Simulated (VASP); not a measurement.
# CO2 (Pa-3) in VASP: notebook

Runs on CO2. Level: PBE. Tasks: relaxation of the atoms, single point.

Everything below comes from runs of VASP 6.6.1. Logs are shortened: lines on timing, memory, paths and dates and some standing lists are left out, and cuts for length are marked.

### Step 1. The cell of the first run

It takes space group Pa-3 (No. 205, cubic). Conventional cell: a = 5.620 Å, b = 5.620 Å, c = 5.620 Å, α = 90.00°, β = 90.00°, γ = 90.00°. C (site symmetry -3) has 2 O at 1.05 Å within 1.4 Å. O (site symmetry 3) has 1 C at 1.05 Å within 1.4 Å.

### Step 2. Relaxation of the atoms, PBE

File INCAR:

```
PREC = Accurate
ENCUT = 520
EDIFF = 1E-6
ISMEAR = -1
SIGMA = 0.02
LREAL = F
LASPH = T
NELM = 60
ALGO = Normal
ISIF = 2
LWAVE = F
LCHARG = F
GGA = PE
IBRION = 2
NSW = 80
EDIFFG = -0.02
```

File KPOINTS:

```
Automatic mesh
0
Gamma
  4 4 4
```

File POSCAR:

```
CO2
1.0
    5.6200000000      0.0000000000      0.0000000000
    0.0000000000      5.6200000000      0.0000000000
    0.0000000000      0.0000000000      5.6200000000
C O
4 8
Direct
    0.0000000000      0.0000000000      0.0000000000
    0.5000000000      0.0000000000      0.5000000000
    0.5000000000      0.5000000000      0.0000000000
    0.0000000000      0.5000000000      0.5000000000
    0.1080000000      0.1080000000      0.1080000000
    0.3920000000      0.8920000000      0.6080000000
    0.6080000000      0.3920000000      0.8920000000
    0.8920000000      0.6080000000      0.3920000000
    0.8920000000      0.8920000000      0.8920000000
    0.6080000000      0.1080000000      0.3920000000
    0.3920000000      0.6080000000      0.1080000000
    0.1080000000      0.3920000000      0.6080000000
```

Potentials or basis: VASP PAW PBE potentials, release 64 (C, O).

Command:

```bash
cat potpaw_PBE.64/C/POTCAR potpaw_PBE.64/O/POTCAR > POTCAR
mpirun -np 1 vasp_std > vasp.out
```

OUTCAR:

```text
PREC = Accurate
   ENCUT = 520
   EDIFF = 1E-6
   ISMEAR = -1
   LREAL = F
   LASPH = T
   NELM = 60
   ISIF = 2
   GGA = PE
   IBRION = 2
   NSW = 80
   EDIFFG = -0.02

 ion  position               nearest neighbor table
   1  0.000  0.000  0.000-   5 1.05   9 1.05
   2  0.500  0.000  0.500-   6 1.05  10 1.05
   3  0.500  0.500  0.000-   7 1.05  11 1.05
   4  0.000  0.500  0.500-   8 1.05  12 1.05
   5  0.108  0.108  0.108-   1 1.05
   6  0.392  0.892  0.608-   2 1.05
   7  0.608  0.392  0.892-   3 1.05
   8  0.892  0.608  0.392-   4 1.05
   9  0.892  0.892  0.892-   1 1.05
  10  0.608  0.108  0.392-   2 1.05
  11  0.392  0.608  0.108-   3 1.05
  12  0.108  0.392  0.608-   4 1.05

  LATTYP: Found a simple cubic cell.
 ALAT       =     5.6200000000

  Lattice vectors:

 A1 = (   5.6200000000,   0.0000000000,   0.0000000000)
 A2 = (   0.0000000000,   5.6200000000,   0.0000000000)
 A3 = (   0.0000000000,   0.0000000000,   5.6200000000)

Analysis of symmetry for initial positions (statically):
=====================================================================
 Subroutine PRICEL returns:
 Original cell was already a primitive cell.

 Routine SETGRP: Setting up the symmetry group for a
 simple cubic supercell.

 Subroutine GETGRP returns: Found 24 space group operations
 (whereof  6 operations were pure point group operations)
 out of a pool of 48 trial point group operations.

The static configuration has the point symmetry S_6 .
 The point group associated with its full space group is T_h .

Analysis of symmetry for dynamics (positions and initial velocities):
=====================================================================
 Subroutine PRICEL returns:
 Original cell was already a primitive cell.

 Routine SETGRP: Setting up the symmetry group for a
 simple cubic supercell.

 Subroutine GETGRP returns: Found 24 space group operations
 (whereof  6 operations were pure point group operations)
 out of a pool of 48 trial point group operations.

The dynamic configuration has the point symmetry S_6 .
 The point group associated with its full space group is T_h .

 Subroutine INISYM returns: Found 24 space group operations
 (whereof  6 operations are pure point group operations),
 and found     1 'primitive' translations

----------------------------------------------------------------------------------------

                                     Primitive cell

  volume of cell :     177.5043

  direct lattice vectors                    reciprocal lattice vectors
     5.620000000  0.000000000  0.000000000     0.177935943  0.000000000  0.000000000
     0.000000000  5.620000000  0.000000000     0.000000000  0.177935943  0.000000000
     0.000000000  0.000000000  5.620000000     0.000000000  0.000000000  0.177935943

  length of vectors
     5.620000000  5.620000000  5.620000000     0.177935943  0.177935943  0.177935943

  position of ions in fractional coordinates (direct lattice)
     0.000000000  0.000000000  0.000000000
     0.500000000  0.000000000  0.500000000
     0.500000000  0.500000000  0.000000000
     0.000000000  0.500000000  0.500000000
     0.108000000  0.108000000  0.108000000
     0.392000000  0.892000000  0.608000000
     0.608000000  0.392000000  0.892000000
     0.892000000  0.608000000  0.392000000
     0.892000000  0.892000000  0.892000000
     0.608000000  0.108000000  0.392000000
     0.392000000  0.608000000  0.108000000
     0.108000000  0.392000000  0.608000000

  ion indices of the primitive-cell ions
   primitive index   ion index
                 1           1
                 2           2
                 3           3
                 4           4
                 5           5
                 6           6
                 7           7
                 8           8
                 9           9
                10          10
                11          11
                12          12

----------------------------------------------------------------------------------------

 KPOINTS: Automatic mesh

Automatic generation of k-mesh.
 Grid dimensions read from file:
 generate k-points for:    4    4    4

 Generating k-lattice:

  Cartesian coordinates                     Fractional coordinates (reciprocal lattice)
     0.044483986  0.000000000  0.000000000     0.250000000  0.000000000  0.000000000
     0.000000000  0.044483986  0.000000000     0.000000000  0.250000000  0.000000000
     0.000000000  0.000000000  0.044483986     0.000000000  0.000000000  0.250000000

  Length of vectors
     0.044483986  0.044483986  0.044483986

  Shift w.r.t. Gamma in fractional coordinates (k-lattice)
     0.000000000  0.000000000  0.000000000

 Subroutine IBZKPT returns following result:
 ===========================================

 Found     11 irreducible k-points:

 Following reciprocal coordinates:
            Coordinates               Weight
  0.000000  0.000000  0.000000      1.000000
  0.250000  0.000000  0.000000      6.000000
  0.500000  0.000000  0.000000      3.000000
  0.250000  0.250000  0.000000     12.000000
  0.500000  0.250000  0.000000      6.000000
 -0.250000  0.500000  0.000000      6.000000
  0.500000  0.500000  0.000000      3.000000
  0.250000  0.250000  0.250000      8.000000
  0.500000  0.250000  0.250000     12.000000
  0.500000  0.500000  0.250000      6.000000
  0.500000  0.500000  0.500000      1.000000
   k-points           NKPTS =     11   k-points in BZ     NKDIM =     11   number of bands    NBANDS=     39
   number of dos      NEDOS =    301   number of ions     NIONS =     12
   total plane-waves  NPLWV =  74088
   dimension x,y,z NGX =    42 NGY =   42 NGZ =   42
   dimension x,y,z NGXF=    84 NGYF=   84 NGZF=   84
   ions per type =               4   8
   NGX,Y,Z   is equivalent  to a cutoff of  12.42, 12.42, 12.42 a.u.
   NGXF,Y,Z  is equivalent  to a cutoff of  24.85, 24.85, 24.85 a.u.
 SYSTEM =  unknown system
   PREC   = accura    normal or accurate (medium, high low for compatibility)
   ISTART =      0    job   : 0-new  1-cont  2-samecut
   ICHARG =      2    charge: 1-file 2-atom 10-const
   ISPIN  =      1    spin polarized calculation?
   LNONCOLLINEAR =      F non collinear calculations
   LSORBIT =      F    spin-orbit coupling
   LASPH  =      T    aspherical Exc in radial PAW
   ENCUT  =  520.0 eV  38.22 Ry    6.18 a.u.  10.45 10.45 10.45*2*pi/ulx,y,z
   NELM   =     60;   NELMIN=  2; NELMDL= -5     # of ELM steps
   EDIFF  = 0.1E-05   stopping-criterion for ELM
   LREAL  =      F    real-space projection
   EDIFFG = -.2E-01   stopping-criterion for IOM
   NSW    =     80    number of steps for IOM
   IBRION =      2    ionic relax: 0-MD 1-quasi-New 2-CG
   NFREE  =      1    steps in history (QN), initial steepest desc. (CG)
   ISIF   =      2    stress and relaxation
   ISYM   =      2    0-nonsym 1-usesym 2-fastsym
   POTIM  = 0.5000    time-step for ionic-motion
   TEBEG  =    0.0;   TEEND  =   0.0 temperature during run
   PSTRESS=    0.0 pullay stress
   NELECT =      64.0000    total number of electrons
   NUPDOWN=      -1.0000    fix difference up-down
   EMIN   =  10.00;   EMAX   =-10.00  energy-range for DOS
   EFERMI =   0.00;   METHOD = LEGACY
   ISMEAR =    -1;   SIGMA  =   0.02  broadening in eV -4-tet -1-fermi 0-gaus
   EFERMI_NEDOS =   21; number of points for ismear=-14 and -15
   IALGO  =     38    algorithm
   IMIX   =      4    mixing-type and parameters
     AMIX     =   0.40;   BMIX     =  1.00
     AMIX_MAG =   1.60;   BMIX_MAG =  1.00
  volume/ion in A,a.u.               =      14.79        99.82
  Fermi-wavevector in a.u.,A,eV,Ry     =   1.165195  2.201899 18.472341  1.357679
  Thomas-Fermi vector in A             =   2.301723
   LORBIT       =      0    0 simple, 1 ext, 2 COOP (PROOUT), +10 PAW based schemes
   GGA     = PE    functional components
   LHFCALC =     F    Hartree Fock is set to
   AEXX    =    0.0000 exact exchange contribution
   IVDW    =     0    specifies the selected vdW correction
   LEPSILON=     F    determine dielectric tensor
   LRPA    =     F    only Hartree local field effects (RPA)
 conjugate gradient relaxation of ions
 non-spin polarized calculation
  energy-cutoff  :      520.00
  volume of cell :      177.50
 maximum number of plane-waves:      4801
 NGX is ok and might be reduce to    42
   NGX = 21   NGY = 21   NGZ = 21

--------------------------------------- Ionic step        1  -------------------------------------------

 number of electron      63.9999945 magnetization

 Free energy of the ion-electron system (eV)
  ---------------------------------------------------
  ext. energy  EPLUGINS =         0.00000000
  ---------------------------------------------------
  free energy    TOTEN  =       -83.71559425 eV

  energy without entropy =      -83.71559425  energy(sigma->0) =      -83.71559425

------------------------ aborting loop because EDIFF is reached ----------------------------------------

  FORCE on cell =-STRESS in cart. coord.  units (eV):
  Direction    XX          YY          ZZ          XY          YZ          ZX
  --------------------------------------------------------------------------------------
  -------------------------------------------------------------------------------------
  Total       55.3720094     55.3720094     55.3720094     -0.0000000      0.0000000      0.0000000
  in kB      499.7950141    499.7950141    499.7950141     -0.0000000      0.0000000      0.0000000
  external PRESSURE =     499.7950141 kB  Pullay stress =       0.0000000 kB
[... 119 lines left out ...]
  FREE ENERGIE OF THE ION-ELECTRON SYSTEM (eV)
  ---------------------------------------------------
  free  energy   TOTEN  =       -44.1720041093 eV

  energy  without entropy=      -44.1694982393  energy(sigma->0) =      -44.17075117

[... ionic steps 4 to 19 ...]

--------------------------------------- Ionic step       20  -------------------------------------------

 number of electron      63.9999957 magnetization

------------------------ aborting loop because EDIFF is reached ----------------------------------------

  FORCE on cell =-STRESS in cart. coord.  units (eV):
  Direction    XX          YY          ZZ          XY          YZ          ZX
  --------------------------------------------------------------------------------------
  -------------------------------------------------------------------------------------
  Total        1.5016366      1.5016366      1.5016366     -0.0000000      0.0000000      0.0000000
  in kB       13.5539684     13.5539684     13.5539684     -0.0000000      0.0000000      0.0000000
  external PRESSURE =      13.5539684 kB  Pullay stress =       0.0000000 kB
[... 77 lines left out ...]
  energy  without entropy=      -92.1434333383  energy(sigma->0) =      -92.14343334

--------------------------------------- Ionic step       22  -------------------------------------------

 number of electron      63.9999958 magnetization

 Free energy of the ion-electron system (eV)
  ---------------------------------------------------
  ext. energy  EPLUGINS =         0.00000000
  ---------------------------------------------------
  free energy    TOTEN  =       -92.14344876 eV

  energy without entropy =      -92.14344876  energy(sigma->0) =      -92.14344876

 E-fermi :  -3.2125     XC(G=0):  -7.8556

 val. band max:       -3.6494224423   @ k =   0.0000   0.0000   0.0000
 cond. band min:       3.0641214278   @ k =   0.0000   0.0000   0.0000
 fundamental gap:      6.7135438700
 Fermi energy:        -3.2125033208

 k-point     1 :       0.0000    0.0000    0.0000
  band No.  band energies     occupation
      1     -24.1790      2.00000
      2     -23.9697      2.00000
      3     -23.9697      2.00000
      4     -23.9697      2.00000
      5     -23.0390      2.00000
      6     -23.0390      2.00000
[... 490 lines left out ...]
  FREE ENERGIE OF THE ION-ELECTRON SYSTEM (eV)
  ---------------------------------------------------
  free  energy   TOTEN  =       -92.1434487624 eV

  energy  without entropy=      -92.1434487623  energy(sigma->0) =      -92.14344876

 reached required accuracy - stopping structural energy minimisation
```

It took 19 min on 1 thread of AMD EPYC 7R13, shared host; peak memory 0.25 GiB.

Results:

```yaml
Free_energy: -92.1434 eV
Energy_gained_by_relaxing: 702.3 meV/atom
Ionic_steps: 22
Pressure_after_relaxing: 1.1 GPa
Band_gap_on_the_k_mesh: 6.71 eV, direct
```

Step by step:
```csv
step,energy change (eV),largest force (eV/Å),pressure (GPa)
1,0.0000,19.6872,49.98
2,43.0276,2.7123,-27.58
3,39.5436,4.9687,-31.26
4,30.5569,8.3590,-35.90
5,3.0173,10.5594,-32.80
6,-7.7186,3.8748,-9.95
7,-8.0565,3.3172,10.02
8,-8.4196,0.4550,-0.18
9,-8.4278,0.0451,0.96
10,-8.4261,0.2119,1.67
11,-8.4263,0.2028,1.64
12,-8.4267,0.1731,1.57
13,-8.4267,0.1734,1.57
14,-8.4267,0.1727,1.56
15,-8.4267,0.1717,1.56
16,-8.4268,0.1695,1.55
17,-8.4268,0.1648,1.54
18,-8.4269,0.1554,1.51
19,-8.4272,0.1366,1.46
20,-8.4275,0.0964,1.36
21,-8.4278,0.0204,1.15
22,-8.4279,0.0010,1.08
```

Final structure:
```yaml
crystal:
  lattice:
    - [5.62000, 0.00000, 0.00000]
    - [0.00000, 5.62000, 0.00000]
    - [0.00000, 0.00000, 5.62000]
  atoms:
    - { symbol: C, position: [0.00000, 0.00000, 0.00000] }
    - { symbol: C, position: [0.50000, 0.00000, 0.50000] }
    - { symbol: C, position: [0.50000, 0.50000, 0.00000] }
    - { symbol: C, position: [0.00000, 0.50000, 0.50000] }
    - { symbol: O, position: [0.12065, 0.12065, 0.12065] }
    - { symbol: O, position: [0.37935, 0.87935, 0.62065] }
    - { symbol: O, position: [0.62065, 0.37935, 0.87935] }
    - { symbol: O, position: [0.87935, 0.62065, 0.37935] }
    - { symbol: O, position: [0.87935, 0.87935, 0.87935] }
    - { symbol: O, position: [0.62065, 0.12065, 0.37935] }
    - { symbol: O, position: [0.37935, 0.62065, 0.12065] }
    - { symbol: O, position: [0.12065, 0.37935, 0.62065] }
```

Levels at points of the mesh, in eV from the valence-band top:
| k point | band 30 | band 31 | band 32 | band 33 | band 34 | band 35 |
| --- | --- | --- | --- | --- | --- | --- |
| (0.00, 0.00, 0.00) | -0.19 | 0.00 | 0.00 | 6.71 | 7.90 | 7.90 |
| (0.50, 0.00, 0.00) | -0.30 | -0.07 | -0.07 | 7.85 | 7.85 | 8.06 |
| (0.50, 0.50, 0.00) | -0.27 | -0.27 | -0.27 | 7.84 | 7.84 | 7.84 |
| (0.50, 0.50, 0.50) | -0.31 | -0.31 | -0.31 | 7.84 | 7.84 | 7.84 |

### Step 3. Single point, PBE

File INCAR:

```
SYSTEM = CO2
PREC     = Accurate       ! precision mode
ENCUT    = 520            ! plane-wave cutoff, eV
EDIFF    = 1E-6           ! SCF threshold, eV
ISMEAR   = -1             ! smearing method
SIGMA    = 0.02           ! smearing width, eV
LREAL    = .FALSE.        ! projectors in reciprocal space
LASPH    = .TRUE.         ! aspherical terms in the spheres
NELM     = 80             ! most SCF steps
ALGO     = Normal         ! electronic algorithm
ISIF     = 2              ! what is computed and relaxed
LWAVE    = .FALSE.        ! write WAVECAR
LCHARG   = .TRUE.         ! write CHGCAR
GGA      = PE             ! functional
LELF     = .TRUE.         ! ELF
LVHAR    = .TRUE.       
NBANDS   = 44             ! bands
```

File KPOINTS:

```
regular mesh
0
G
  4 4 4
  0 0 0
```

File POSCAR:

```
CO2
1.0
    5.6200000000      0.0000000000      0.0000000000
    0.0000000000      5.6200000000      0.0000000000
    0.0000000000      0.0000000000      5.6200000000
C O
4 8
Direct
    0.0000000000      0.0000000000      0.0000000000
    0.5000000000      0.0000000000      0.5000000000
    0.5000000000      0.5000000000      0.0000000000
    0.0000000000      0.5000000000      0.5000000000
    0.1200167708      0.1200167708      0.1200167708
    0.3799832292      0.8799832292      0.6200167708
    0.6200167708      0.3799832292      0.8799832292
    0.8799832292      0.6200167708      0.3799832292
    0.8799832292      0.8799832292      0.8799832292
    0.6200167708      0.1200167708      0.3799832292
    0.3799832292      0.6200167708      0.1200167708
    0.1200167708      0.3799832292      0.6200167708
```

Potentials or basis: VASP PAW PBE potentials, release 64 (C, O).

Command:

```bash
cat potpaw_PBE.64/C/POTCAR potpaw_PBE.64/O/POTCAR > POTCAR
mpirun -np 1 vasp_std > vasp.out
```

Run time: 56 s. Hardware: 1 thread of Intel Xeon Platinum 8375C at 2.90GHz (Ice Lake), shared host; peak memory 0.27 GiB.

Results (log left out):

| Property | Result |
| --- | --- |
| Free energy | -92.1275 eV |
| Pressure | 2.9 GPa |
| Largest force | 0.652 eV/Å |
| Band gap on the k mesh | 6.77 eV, direct |

Forces on the atoms (eV/Å):
```
C    0.000  0.000  0.000
C    0.000  0.000  0.000
C    0.000  0.000  0.000
C    0.000  0.000  0.000
O    0.376  0.376  0.376
O   -0.376 -0.376  0.376
O    0.376 -0.376 -0.376
O   -0.376  0.376 -0.376
O   -0.376 -0.376 -0.376
O    0.376  0.376 -0.376
O   -0.376  0.376  0.376
O    0.376 -0.376  0.376
```

Levels at points of the mesh, in eV from the valence-band top:
```
           k point  band 28  band 29  band 30  band 31  band 32  band 33  band 34  band 35  band 36  band 37
(0.00, 0.00, 0.00)    -0.19    -0.19    -0.19     0.00     0.00     6.77     8.02     8.02     8.02     8.28
(0.50, 0.00, 0.00)    -0.35    -0.29    -0.29    -0.07    -0.07     7.96     7.96     8.15     8.15     8.40
(0.50, 0.50, 0.00)    -0.32    -0.27    -0.27    -0.27    -0.27     7.95     7.95     7.95     7.95     8.63
(0.50, 0.50, 0.50)    -0.32    -0.31    -0.31    -0.31    -0.31     7.96     7.96     7.96     7.96     8.85
```

A k mesh can miss the band edges.
